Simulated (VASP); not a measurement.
# Li3AsF6 (Fm-3m) in VASP: notebook

Li3AsF6 is run at these levels: PBEsol; tasks: single point, relaxation of cell and atoms.

All numbers are computed with VASP 6.6.1; they aren't measurements. Logs are shortened: lines on timing, memory, paths and dates and some standing lists are left out, and cuts for length are marked.

## (1) The cell of the first run

It takes space group Fm-3m (No. 225, cubic). The conventional cell has a = 7.917 Å, b = 7.917 Å, c = 7.917 Å, α = 90.00°, β = 90.00°, γ = 90.00°. Within 3.7 Å of Li (site symmetry -43m) lie 12 F at 2.80 Å and 4 Li at 3.43 Å and 4 As at 3.43 Å. Li (site symmetry m-3m) has 6 F at 1.94 Å within 2.6 Å. As (site symmetry m-3m) has 6 F at 2.02 Å within 2.7 Å. F (site symmetry 4mm) has 1 Li at 1.94 Å and 1 As at 2.02 Å within 2.6 Å.

## (2) Single point, PBEsol

INCAR reads:

```
  PREC = Accurate
  ENCUT = 520
  EDIFF = 1E-7
  ISMEAR = 0
  SIGMA = 0.02
  LREAL = F
  LASPH = T
  NELM = 100
  ALGO = Normal
  ISIF = 2
  LWAVE = F
  LCHARG = F
  GGA = PS
  NBANDS = 39
```

KPOINTS reads:

```
Automatic mesh
0
Gamma
  6 6 6
```

POSCAR reads:

```
Li3AsF6
1.0
    0.0000000000      3.9586714048      3.9586714048
    3.9586714048      0.0000000000      3.9586714048
    3.9586714048      3.9586714048      0.0000000000
Li As F
3 1 6
Direct
    0.2500000000      0.2500000000      0.2500000000
    0.7500000000      0.7500000000      0.7500000000
    0.5000000000      0.5000000000      0.5000000000
    0.0000000000      0.0000000000      0.0000000000
    0.2549739613      0.2549739613      0.7450260387
    0.2549739613      0.7450260387      0.7450260387
    0.7450260387      0.7450260387      0.2549739613
    0.2549739613      0.7450260387      0.2549739613
    0.7450260387      0.2549739613      0.7450260387
    0.7450260387      0.2549739613      0.2549739613
```

Potentials or basis: VASP PAW PBE potentials, release 64 (Li_sv, As, F).

Launch:

```
$ cat potpaw_PBE.64/Li_sv/POTCAR potpaw_PBE.64/As/POTCAR potpaw_PBE.64/F/POTCAR > POTCAR
$ mpirun -np 1 vasp_std > vasp.out
```

OUTCAR:

```text
PREC = Accurate
   ENCUT = 520
   EDIFF = 1E-7
   ISMEAR = 0
   LREAL = F
   LASPH = T
   NELM = 100
   ISIF = 2
   GGA = PS

 ion  position               nearest neighbor table
   1  0.250  0.250  0.250-
   2  0.750  0.750  0.750-
   3  0.500  0.500  0.500-   5 1.94   6 1.94   7 1.94   8 1.94   9 1.94  10 1.94
   4  0.000  0.000  0.000-   5 2.02   6 2.02   7 2.02   8 2.02   9 2.02  10 2.02
   5  0.255  0.255  0.745-   3 1.94   4 2.02
   6  0.255  0.745  0.745-   3 1.94   4 2.02
   7  0.745  0.745  0.255-   3 1.94   4 2.02
   8  0.255  0.745  0.255-   3 1.94   4 2.02
   9  0.745  0.255  0.745-   3 1.94   4 2.02
  10  0.745  0.255  0.255-   3 1.94   4 2.02

  LATTYP: Found a face centered cubic cell.
 ALAT       =     7.9173428096

  Lattice vectors:

 A1 = (   0.0000000000,   3.9586714048,   3.9586714048)
 A2 = (   3.9586714048,   0.0000000000,   3.9586714048)
 A3 = (   3.9586714048,   3.9586714048,   0.0000000000)

Analysis of symmetry for initial positions (statically):
=====================================================================
 Subroutine PRICEL returns:
 Original cell was already a primitive cell.

 Routine SETGRP: Setting up the symmetry group for a
 face centered cubic supercell.

 Subroutine GETGRP returns: Found 48 space group operations
 (whereof 48 operations were pure point group operations)
 out of a pool of 48 trial point group operations.

The static configuration has the point symmetry O_h .

Analysis of symmetry for dynamics (positions and initial velocities):
=====================================================================
 Subroutine PRICEL returns:
 Original cell was already a primitive cell.

 Routine SETGRP: Setting up the symmetry group for a
 face centered cubic supercell.

 Subroutine GETGRP returns: Found 48 space group operations
 (whereof 48 operations were pure point group operations)
 out of a pool of 48 trial point group operations.

The dynamic configuration has the point symmetry O_h .

 Subroutine INISYM returns: Found 48 space group operations
 (whereof 48 operations are pure point group operations),
 and found     1 'primitive' translations

----------------------------------------------------------------------------------------
[... 105 lines left out ...]
   NFREE  =      0    steps in history (QN), initial steepest desc. (CG)
   ISIF   =      2    stress and relaxation
   ISYM   =      2    0-nonsym 1-usesym 2-fastsym
   POTIM  = 0.5000    time-step for ionic-motion
   TEBEG  =    0.0;   TEEND  =   0.0 temperature during run
   PSTRESS=    0.0 pullay stress
   NELECT =      56.0000    total number of electrons
   NUPDOWN=      -1.0000    fix difference up-down
   EMIN   =  10.00;   EMAX   =-10.00  energy-range for DOS
   EFERMI =   0.00;   METHOD = LEGACY
   ISMEAR =     0;   SIGMA  =   0.02  broadening in eV -4-tet -1-fermi 0-gaus
   EFERMI_NEDOS =   21; number of points for ismear=-14 and -15
   IALGO  =     38    algorithm
   IMIX   =      4    mixing-type and parameters
     AMIX     =   0.40;   BMIX     =  1.00
     AMIX_MAG =   1.60;   BMIX_MAG =  1.00
  volume/ion in A,a.u.               =      12.41        83.73
  Fermi-wavevector in a.u.,A,eV,Ry     =   1.255774  2.373068 21.455947  1.576968
  Thomas-Fermi vector in A             =   2.389514
   LORBIT       =      0    0 simple, 1 ext, 2 COOP (PROOUT), +10 PAW based schemes
   GGA     = PS    functional components
   LHFCALC =     F    Hartree Fock is set to
   AEXX    =    0.0000 exact exchange contribution
   IVDW    =     0    specifies the selected vdW correction
   LEPSILON=     F    determine dielectric tensor
   LRPA    =     F    only Hartree local field effects (RPA)
 non-spin polarized calculation
 Gauss-broadening in eV      SIGMA  =   0.02
  energy-cutoff  :      520.00
  volume of cell :      124.07
 maximum number of plane-waves:      3383
 NGX is ok and might be reduce to    42
   NGX = 21   NGY = 21   NGZ = 21

 number of electron      55.9999972 magnetization

 Free energy of the ion-electron system (eV)
  ---------------------------------------------------
  ext. energy  EPLUGINS =         0.00000000
  ---------------------------------------------------
  free energy    TOTEN  =       -46.06801337 eV

  energy without entropy =      -46.06801337  energy(sigma->0) =      -46.06801337

 E-fermi :   1.0267     XC(G=0):  -8.8830

 val. band max:        0.8952957235   @ k =   0.5000   0.5000   0.0000
 cond. band min:       4.8731699673   @ k =   0.0000   0.0000   0.0000
 fundamental gap:      3.9778742438
 Fermi energy:         1.0267158122

 k-point     1 :       0.0000    0.0000    0.0000
  band No.  band energies     occupation
      1     -45.0215      2.00000
      2     -45.0206      2.00000
      3     -41.4382      2.00000
      4     -22.2023      2.00000
      5     -21.4987      2.00000
      6     -21.4987      2.00000
[... 661 lines left out ...]
     38      10.1676      0.00000
     39      10.3475      0.00000

------------------------ aborting loop because EDIFF is reached ----------------------------------------

  FORCE on cell =-STRESS in cart. coord.  units (eV):
  Direction    XX          YY          ZZ          XY          YZ          ZX
  --------------------------------------------------------------------------------------
  -------------------------------------------------------------------------------------
  Total       -0.1531712     -0.1531712     -0.1531712      0.0000000      0.0000000      0.0000000
  in kB       -1.9779232     -1.9779232     -1.9779232      0.0000000      0.0000000      0.0000000
  external PRESSURE =      -1.9779232 kB  Pullay stress =       0.0000000 kB

 VOLUME and BASIS-vectors are now :
 -----------------------------------------------------------------------------
  energy-cutoff  :      520.00
  volume of cell :      124.07
      direct lattice vectors                 reciprocal lattice vectors
     0.000000000  3.958671405  3.958671405    -0.126305002  0.126305002  0.126305002
     3.958671405  0.000000000  3.958671405     0.126305002 -0.126305002  0.126305002
     3.958671405  3.958671405  0.000000000     0.126305002  0.126305002 -0.126305002

 POSITION                                       TOTAL-FORCE (eV/Angst)
 -----------------------------------------------------------------------------------
      1.97934      1.97934      1.97934        -0.000000      0.000000     -0.000000
      5.93801      5.93801      5.93801         0.000000      0.000000      0.000000
      3.95867      3.95867      3.95867         0.000000      0.000000     -0.000000
      0.00000      0.00000      0.00000         0.000000      0.000000     -0.000000
      3.95867      3.95867      2.01872         0.000000      0.000000      0.021829
      5.89863      3.95867      3.95867        -0.021829      0.000000     -0.000000
      3.95867      3.95867      5.89863         0.000000      0.000000     -0.021829
      3.95867      2.01872      3.95867         0.000000      0.021829     -0.000000
      3.95867      5.89863      3.95867         0.000000     -0.021829     -0.000000
      2.01872      3.95867      3.95867         0.021829      0.000000     -0.000000
 -----------------------------------------------------------------------------------
    total drift:                               -0.000000     -0.000000      0.000000

  FREE ENERGIE OF THE ION-ELECTRON SYSTEM (eV)
  ---------------------------------------------------
  free  energy   TOTEN  =       -46.0680133689 eV

  energy  without entropy=      -46.0680133689  energy(sigma->0) =      -46.06801337
```

It took 1.9 min on 1 thread of Intel Xeon Platinum 8488C (Sapphire Rapids), shared host; peak memory 0.28 GiB.

Results:

```yaml
Free_energy: -46.0680 eV
Largest_force: 0.022 eV/Å
Band_gap_on_the_k_mesh: 3.98 eV (least direct gap 4.45 eV)
```

Forces on the atoms (eV/Å):
```
Li   0.000  0.000  0.000
Li   0.000  0.000  0.000
Li   0.000  0.000  0.000
As   0.000  0.000  0.000
F    0.000  0.000  0.022
F   -0.022  0.000  0.000
F    0.000  0.000 -0.022
F    0.000  0.022  0.000
F    0.000 -0.022  0.000
F    0.022  0.000  0.000
```

Caveat: the cutoff is under 1.25 times the usual one of these potentials, so pressure, stress and relaxed cells hold a basis-set (Pulay) error; the PAW data sets were made with another functional, which shifts forces and pressure a little. A k mesh can miss the band edges.

(Part 1 of 2 ends here.)
